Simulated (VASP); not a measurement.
Write the native input for VASP 6.6.1 that does the following.

```yaml
Task: single point
Functional: PBE
Potentials_or_basis: VASP PAW PBE potentials, release 64 (Ru_pv)
Cutoff: 520 eV
k_mesh: 20 × 20 × 20
Occupations: gaussian, width 0.15 eV
Spin: no spin polarisation
Dipole_correction: no
Further_INCAR_settings: ALGO = Fast; EDIFF = 1e-06; NBANDS = 13
```

The structure of Ru lies in POSCAR:

```
Ru
1.0
   -0.1333558828      1.9098467494      1.9098467494
    1.9098467494     -0.1333558828      1.9098467494
    1.9098467494      1.9098467494     -0.1333558828
Ru
1
Direct
    0.0000000000      0.0000000000      0.0000000000
```

These files were run (other wordings do the same):

INCAR

```
SYSTEM = Ru
PREC = Accurate
ENCUT = 520
EDIFF = 1E-6
ISMEAR = 0
SIGMA = 0.15
LREAL = .FALSE.
LASPH = .TRUE.
NELM = 100
ALGO = Fast
ISIF = 2
LWAVE = .FALSE.
LCHARG = .FALSE.
GGA = PE
NBANDS = 13
```

KPOINTS

```
Automatic mesh
0
G
  20 20 20
  0 0 0
```

Potentials or basis: VASP PAW PBE potentials, release 64 (Ru_pv).

Launch:

```sh
$ cat potpaw_PBE.64/Ru_pv/POTCAR > POTCAR
$ mpirun -np 1 vasp_std > vasp.out
```

Results of the run:

The pressure is -22.2 GPa and the band gap on the k mesh is zero (band 7 reaches 12.36 eV, above the bottom of band 8 at 9.34 eV).

It took 70 s on 1 thread of Intel(R) Xeon(R) Platinum 8488C (Sapphire Rapids), on a shared host, peak memory 0.25 GiB.
